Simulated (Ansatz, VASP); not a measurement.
**CeO2 in VASP and in Ansatz**

```xyz
3
Lattice="0.0000 2.5570 2.5570 2.5570 0.0000 2.5570 2.5570 2.5570 0.0000" Properties=species:S:1:pos:R:3 pbc="T T T"
Ce    0.0000    0.0000    0.0000
O     1.2785    1.2785    1.2785
O     3.8356    3.8356    3.8356
```

Alike in both runs: task single point; functional PBE; k mesh 4 × 4 × 4; no spin polarisation.

|  | VASP | Ansatz |
| --- | --- | --- |
| version | VASP 6.6.1 | Ansatz 0.2.0-dev |
| potentials or method | VASP PAW PBE potentials, release 64 (Ce, O), cutoff 600 eV | hard PAW set made for 700 eV |
| occupations | gaussian, width 0.01 eV | fixed |

```csv
,VASP,Ansatz,Ansatz less VASP
gap on the k mesh at the Fermi level (eV),2.43,2.49,+0.059
```

The k mesh is coarse, so the values compare programs but aren't converged. Spin-orbit coupling is off throughout.
